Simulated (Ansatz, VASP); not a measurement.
# BaTlSb in VASP and in Ansatz

```
CELL_PARAMETERS angstrom
4.62228 0.00000 0.00000
0.00000 4.62228 0.00000
0.00000 0.00000 8.13464
ATOMIC_POSITIONS crystal
Ba 0.50000 0.00000 0.20550
Ba 0.00000 0.50000 0.79450
Tl 0.50000 0.00000 0.64850
Tl 0.00000 0.50000 0.35150
Sb 0.00000 0.00000 0.00000
Sb 0.50000 0.50000 0.00000
```

Alike in both runs: task single point; functional r2SCAN; k mesh 4 × 4 × 2; occupations gaussian, width 0.1 eV; no spin polarisation.

|  | VASP | Ansatz |
| --- | --- | --- |
| version | VASP 6.6.1 | Ansatz 0.2.0 |
| potentials or method | VASP PAW PBE potentials, release 64 (Ba_sv, Tl_d, Sb), cutoff 520 eV | scalar-relativistic, plane waves, PAW |
| valence electrons in the cell | 56 | 76 |

Ansatz gave:

- gap on the k mesh at the Fermi level (eV): none
- pressure (GPa): 20.9
- traceless stress, the component that is largest in VASP (GPa): -1.61
- rms of the force components (eV/Å): 2.082

Q: What did VASP give for the same quantities?

A: gap on the k mesh at the Fermi level (eV): none; pressure (GPa): 22.3; traceless stress, the component that is largest in VASP (GPa): -1.58; rms of the force components (eV/Å): 2.211.

VASP's potentials were made for PBE, not for r2SCAN. Atom by atom the forces differ by 0.130 eV/Å (rms over components). A gap of «none» marks a metal or a gap that the smearing closes. VASP's potentials hold 56 valence electrons a cell and Ansatz's 76, so a difference there can come from the potentials and not from the codes.

The k mesh is coarse, so the values compare programs but aren't converged. Neither program's run includes spin-orbit coupling.
